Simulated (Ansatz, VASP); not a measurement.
**Hf2TaN3 in VASP and in Ansatz**

```
Hf Ta N
1.0
     3.09406    0.00000    0.00000
     0.00000    3.09406    0.00000
     0.00000    0.00000    8.01505
Hf Ta N
2 1 3
Direct
  0.00000 0.00000 0.92455
  0.50000 0.50000 0.60807
  0.50000 0.50000 0.21491
  0.00000 0.00000 0.63760
  0.00000 0.00000 0.21375
  0.50000 0.50000 0.90112
```

Change from the starting cell: species swapped into the Dy2CuAg3 type (P4mm, No. 99).

Alike in both runs: functional PBE; k mesh 12 × 12 × 6; occupations gaussian, width 0.1 eV; no spin polarisation.

Ansatz relaxed the structure, and its values are those at the end. VASP's run is a single point on that final structure, the one shown.

```csv
,VASP,Ansatz
version,VASP 6.6.1,Ansatz 0.2.0
potentials or method,"VASP PAW PBE potentials, release 64 (Hf_pv, Ta_pv, N), cutoff 520 eV","scalar-relativistic, plane waves, PAW"
valence electrons in the cell,46,80
```

VASP gave:

```
gap on the k mesh at the Fermi level (eV) : none
pressure (GPa)                            : -1.2
rms of the force components (eV/Å)        : 0.027
```

Task: Which values does Ansatz return?

Result: gap on the k mesh at the Fermi level (eV): none; pressure (GPa): 0.0; rms of the force components (eV/Å): 0.002.

A gap of «none» marks a metal or a gap that the smearing closes. With one functional, cell and mesh, what is left measures potentials, basis and numerics. VASP's potentials hold 46 valence electrons a cell and Ansatz's 80, so a difference there can come from the potentials and not from the codes.

Neither program's run includes spin-orbit coupling.
